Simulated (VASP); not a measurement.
# BN (F-43m) in VASP: single point with r2SCAN

Aim: the single point of BN with r2SCAN.

Everything below comes from runs of VASP 6.6.1. Logs are shortened: lines on timing, memory, paths and dates and some standing lists are left out, and cuts for length are marked.

### Step 1. The cell of the first run

It takes space group F-43m (No. 216, cubic). The conventional cell has a = 3.610 Å, b = 3.610 Å, c = 3.610 Å, α = 90.00°, β = 90.00°, γ = 90.00°. B (site symmetry -43m) has 4 N at 1.56 Å within 2.1 Å. Within 2.1 Å of N (site symmetry -43m) lie 4 B at 1.56 Å.

### Step 2. Single point, r2SCAN

POSCAR reads:

```
BN
1.0
   -0.0000000011      1.8048809936      1.8048834285
    1.8048846232      0.0000004806      1.8048829468
    1.8048848751      1.8048807638      0.0000002287
B N
1 1
Direct
    0.0000000816     -0.0000000596      0.0000000209
    0.7499999184      0.7500000596      0.7499999791
```

INCAR.step1 reads:

```
PREC = Accurate
ENCUT = 1460
ISMEAR = 0
SIGMA = 0.05
LREAL = False
LASPH = True
NELM = 120
NBANDS = 11
GGA = PE
ALGO = Normal
EDIFF = 1E-5
LWAVE = True
LCHARG = False
GGA_COMPAT = False
```

INCAR.step2 reads:

```
PREC = Accurate
ENCUT = 1460
EDIFF = 1E-6
ISMEAR = 0
SIGMA = 0.05
LREAL = False
LASPH = True
NELM = 120
ALGO = Normal
ISIF = 2
LWAVE = False
LCHARG = False
METAGGA = R2SCAN
LMIXTAU = True
NBANDS = 11
ISTART = 1
GGA_COMPAT = False
```

KPOINTS reads:

```
regular mesh
0
Gamma
  10 10 10
```

Potentials or basis: VASP PAW PBE potentials, release 64 (B_h, N_h).

On the command line:

```console
$ cat potpaw_PBE.64/B_h/POTCAR potpaw_PBE.64/N_h/POTCAR > POTCAR
$ cp INCAR.step1 INCAR
$ mpirun -np 1 vasp_std > vasp.out
$ cp INCAR.step2 INCAR
$ mpirun -np 1 vasp_std > vasp.out
```

OUTCAR:

```text
PREC = Accurate
   ENCUT = 1460
   EDIFF = 1E-6
   ISMEAR = 0
   LREAL = False
   LASPH = True
   NELM = 120
   ISIF = 2
   METAGGA = R2SCAN
   ISTART = 1

 ion  position               nearest neighbor table
   1  0.000  1.000  0.000-
   2  0.750  0.750  0.750-

  LATTYP: Found a face centered cubic cell.
 ALAT       =     3.6097675700

  Lattice vectors:

 A1 = (  -0.0000000011,   1.8048809936,   1.8048834285)
 A2 = (   1.8048846232,   0.0000004806,   1.8048829468)
 A3 = (   1.8048848751,   1.8048807638,   0.0000002287)

Analysis of symmetry for initial positions (statically):
=====================================================================
 Subroutine PRICEL returns:
 Original cell was already a primitive cell.

 Routine SETGRP: Setting up the symmetry group for a
 face centered cubic supercell.

 Subroutine GETGRP returns: Found 24 space group operations
 (whereof 24 operations were pure point group operations)
 out of a pool of 48 trial point group operations.

The static configuration has the point symmetry T_d .

Analysis of symmetry for dynamics (positions and initial velocities):
=====================================================================
 Subroutine PRICEL returns:
 Original cell was already a primitive cell.

 Routine SETGRP: Setting up the symmetry group for a
 face centered cubic supercell.

 Subroutine GETGRP returns: Found 24 space group operations
 (whereof 24 operations were pure point group operations)
 out of a pool of 48 trial point group operations.

The dynamic configuration has the point symmetry T_d .

 Subroutine INISYM returns: Found 24 space group operations
 (whereof 24 operations are pure point group operations),
 and found     1 'primitive' translations

----------------------------------------------------------------------------------------

                                     Primitive cell

  volume of cell :      11.7592

  direct lattice vectors                    reciprocal lattice vectors
    -0.000000001  1.804880994  1.804883428    -0.277025998  0.277026594  0.277026182
     1.804884623  0.000000481  1.804882947     0.277026037 -0.277026703  0.277026330
     1.804884875  1.804880764  0.000000229     0.277025960  0.277026665 -0.277026291

  length of vectors
     2.552488901  2.552491127  2.552489762     0.479823554  0.479823725  0.479823636

  position of ions in fractional coordinates (direct lattice)
     0.000000082  0.999999940  0.000000021
     0.749999918  0.750000060  0.749999979

  ion indices of the primitive-cell ions
   primitive index   ion index
                 1           1
                 2           2

----------------------------------------------------------------------------------------

 KPOINTS: regular mesh

Automatic generation of k-mesh.
 Grid dimensions read from file:
 generate k-points for:   10   10   10

 Generating k-lattice:

  Cartesian coordinates                     Fractional coordinates (reciprocal lattice)
    -0.027702600  0.027702659  0.027702618     0.100000000  0.000000000 -0.000000000
     0.027702604 -0.027702670  0.027702633     0.000000000  0.100000000 -0.000000000
     0.027702596  0.027702666 -0.027702629     0.000000000  0.000000000  0.100000000

  Length of vectors
     0.047982355  0.047982372  0.047982364

  Shift w.r.t. Gamma in fractional coordinates (k-lattice)
     0.000000000  0.000000000  0.000000000

 Subroutine IBZKPT returns following result:
 ===========================================

 Found     47 irreducible k-points:

 Following reciprocal coordinates:
            Coordinates               Weight
  0.000000  0.000000  0.000000      1.000000
  0.100000 -0.000000  0.000000      8.000000
  0.200000 -0.000000  0.000000      8.000000
  0.300000  0.000000  0.000000      8.000000
  0.400000 -0.000000  0.000000      8.000000
  0.500000  0.000000  0.000000      4.000000
[... 16 lines left out ...]
  0.300000  0.300000  0.000000      6.000000
  0.400000  0.300000  0.000000     24.000000
 [... further k-points ...]
   k-points           NKPTS =     47   k-points in BZ     NKDIM =     47   number of bands    NBANDS=     11
   number of dos      NEDOS =    301   number of ions     NIONS =      2
   total plane-waves  NPLWV =  32768
   dimension x,y,z NGX =    32 NGY =   32 NGZ =   32
   dimension x,y,z NGXF=    64 NGYF=   64 NGZF=   64
   ions per type =               1   1
   NGX,Y,Z   is equivalent  to a cutoff of  20.84, 20.84, 20.84 a.u.
   NGXF,Y,Z  is equivalent  to a cutoff of  41.68, 41.68, 41.68 a.u.
 SYSTEM =  unknown system
   PREC   = accura    normal or accurate (medium, high low for compatibility)
   ISTART =      1    job   : 0-new  1-cont  2-samecut
   ICHARG =      0    charge: 1-file 2-atom 10-const
   ISPIN  =      1    spin polarized calculation?
   LNONCOLLINEAR =      F non collinear calculations
   LSORBIT =      F    spin-orbit coupling
   LASPH  =      T    aspherical Exc in radial PAW
   ENCUT  = 1460.0 eV 107.31 Ry   10.36 a.u.   7.95  7.95  7.95*2*pi/ulx,y,z
   NELM   =    120;   NELMIN=  2; NELMDL=  0     # of ELM steps
   EDIFF  = 0.1E-05   stopping-criterion for ELM
   LREAL  =      F    real-space projection
   EDIFFG = 0.1E-04   stopping-criterion for IOM
   NSW    =      0    number of steps for IOM
   IBRION =     -1    ionic relax: 0-MD 1-quasi-New 2-CG
   NFREE  =      0    steps in history (QN), initial steepest desc. (CG)
   ISIF   =      2    stress and relaxation
   ISYM   =      2    0-nonsym 1-usesym 2-fastsym
   POTIM  = 0.5000    time-step for ionic-motion
   TEBEG  =    0.0;   TEEND  =   0.0 temperature during run
   PSTRESS=    0.0 pullay stress
   NELECT =       8.0000    total number of electrons
   NUPDOWN=      -1.0000    fix difference up-down
   EMIN   =  10.00;   EMAX   =-10.00  energy-range for DOS
   EFERMI =   0.00;   METHOD = LEGACY
   ISMEAR =     0;   SIGMA  =   0.05  broadening in eV -4-tet -1-fermi 0-gaus
   EFERMI_NEDOS =   21; number of points for ismear=-14 and -15
   IALGO  =     38    algorithm
   IMIX   =      4    mixing-type and parameters
     AMIX     =   0.40;   BMIX     =  1.00
     AMIX_MAG =   1.60;   BMIX_MAG =  1.00
  volume/ion in A,a.u.               =       5.88        39.68
  Fermi-wavevector in a.u.,A,eV,Ry     =   1.439834  2.720892 28.206544  2.073123
  Thomas-Fermi vector in A             =   2.558646
   LORBIT       =      0    0 simple, 1 ext, 2 COOP (PROOUT), +10 PAW based schemes
   METAGGA = R2SCAN    functional components
   LHFCALC =     F    Hartree Fock is set to
   AEXX    =    0.0000 exact exchange contribution
   IVDW    =     0    specifies the selected vdW correction
   LEPSILON=     F    determine dielectric tensor
   LRPA    =     F    only Hartree local field effects (RPA)
 non-spin polarized calculation
 Gauss-broadening in eV      SIGMA  =   0.05
  energy-cutoff  :     1460.00
  volume of cell :       11.76
 maximum number of plane-waves:      1524
   NGX = 15   NGY = 15   NGZ = 15

 number of electron       8.0000000 magnetization

 Free energy of the ion-electron system (eV)
  ---------------------------------------------------
  ext. energy  EPLUGINS =         0.00000000
  ---------------------------------------------------
  free energy    TOTEN  =       -19.20398267 eV

  energy without entropy =      -19.20398267  energy(sigma->0) =      -19.20398267

 E-fermi :   9.3380     XC(G=0): -13.7795

 val. band max:        8.9839863163   @ k =   0.0000   0.0000   0.0000
 cond. band min:      13.9818635651   @ k =   0.5000   0.5000   0.0000
 fundamental gap:      4.9978772488
 Fermi energy:         9.3380057644

 k-point     1 :       0.0000    0.0000    0.0000
  band No.  band energies     occupation
      1     -12.3491      2.00000
      2       8.9840      2.00000
      3       8.9840      2.00000
      4       8.9840      2.00000
      5      18.5551      0.00000
      6      18.5552      0.00000
      7      18.5552      0.00000
      8      20.1220      0.00000
      9      35.2114      0.00000
     10      37.7403      0.00000
     11      37.7404      0.00000

 k-point     2 :       0.1000   -0.0000    0.0000
  band No.  band energies     occupation
      1     -12.0968      2.00000
      2       7.6569      2.00000
      3       8.7217      2.00000
      4       8.7217      2.00000
      5      18.8454      0.00000
      6      18.9596      0.00000
      7      18.9596      0.00000
      8      20.9545      0.00000
      9      34.9150      0.00000
     10      35.2403      0.00000
     11      35.2403      0.00000

 k-point     3 :       0.2000   -0.0000    0.0000
  band No.  band energies     occupation
      1     -11.3550      2.00000
      2       4.8154      2.00000
      3       8.1295      2.00000
      4       8.1295      2.00000
      5      19.2095      0.00000
      6      19.7958      0.00000
      7      19.7958      0.00000
      8      22.7451      0.00000
      9      33.7264      0.00000
     10      33.7265      0.00000
     11      34.1722      0.00000

 k-point     4 :       0.3000    0.0000    0.0000
  band No.  band energies     occupation
      1     -10.1879      2.00000
      2       1.7284      2.00000
      3       7.5271      2.00000
      4       7.5272      2.00000
      5      19.5271      0.00000
      6      20.3796      0.00000
      7      20.3796      0.00000
      8      24.2797      0.00000
      9      33.6683      0.00000
     10      34.0497      0.00000
     11      34.0498      0.00000
[... 239 lines left out ...]
 k-point    22 :      -0.2000    0.2000   -0.0000
  band No.  band energies     occupation
      1      -9.8011      2.00000
      2       2.5327      2.00000
      3       4.5387      2.00000
      4       7.6387      2.00000
      5      20.3451      0.00000
      6      20.8204      0.00000
      7      21.3968      0.00000
      8      23.6681      0.00000
      9      31.2545      0.00000
     10      32.7982      0.00000
     11      37.3569      0.00000

 k-point    23 :       0.3000    0.3000    0.0000
  band No.  band energies     occupation
      1      -9.4803      2.00000
      2       3.4663      2.00000
      3       5.1722      2.00000
      4       5.1722      2.00000
      5      15.7433      0.00000
      6      20.4689      0.00000
      7      24.8629      0.00000
      8      24.8630      0.00000
      9      28.9788      0.00000
     10      38.0894      0.00000
     11      42.0380      0.00000

 k-point    24 :       0.4000    0.3000    0.0000
  band No.  band energies     occupation
      1      -8.4482      2.00000
      2       1.8516      2.00000
      3       4.2888      2.00000
      4       4.7440      2.00000
      5      15.6925      0.00000
      6      20.3145      0.00000
      7      25.6474      0.00000
      8      25.7680      0.00000
      9      30.0639      0.00000
     10      37.7714      0.00000
     11      42.2144      0.00000

 [... further k-points ...]

------------------------ aborting loop because EDIFF is reached ----------------------------------------

  FORCE on cell =-STRESS in cart. coord.  units (eV):
  Direction    XX          YY          ZZ          XY          YZ          ZX
  --------------------------------------------------------------------------------------
  -------------------------------------------------------------------------------------
  Total       -0.0348204     -0.0348202     -0.0348203     -0.0000000     -0.0000000      0.0000000
  in kB       -4.7442441     -4.7442225     -4.7442353     -0.0000007     -0.0000019      0.0000007
  external PRESSURE =      -4.7442339 kB  Pullay stress =       0.0000000 kB

 VOLUME and BASIS-vectors are now :
 -----------------------------------------------------------------------------
  energy-cutoff  :     1460.00
  volume of cell :       11.76
      direct lattice vectors                 reciprocal lattice vectors
    -0.000000001  1.804880994  1.804883428    -0.277025998  0.277026594  0.277026182
     1.804884623  0.000000481  1.804882947     0.277026037 -0.277026703  0.277026330
     1.804884875  1.804880764  0.000000229     0.277025960  0.277026665 -0.277026291

 POSITION                                       TOTAL-FORCE (eV/Angst)
 -----------------------------------------------------------------------------------
      1.80488      0.00000      1.80488        -0.000000     -0.000000     -0.000000
      2.70733      2.70732      2.70732         0.000000      0.000000      0.000000
 -----------------------------------------------------------------------------------
    total drift:                               -0.000051      0.000180      0.000047

  FREE ENERGIE OF THE ION-ELECTRON SYSTEM (eV)
  ---------------------------------------------------
  free  energy   TOTEN  =       -19.2039826682 eV

  energy  without entropy=      -19.2039826682  energy(sigma->0) =      -19.20398267
```

Run time: 2.1 min. Hardware: 1 thread of AMD EPYC 7R43 (Zen 3), shared host; peak memory 0.15 GiB.

What came out:

```
Free energy            : -19.2040 eV
Pressure               : -0.5 GPa
Band gap on the k mesh : 5.00 eV (least direct gap 9.57 eV)
```

Caveat: the PAW data sets were made with another functional, which shifts forces and pressure a little.
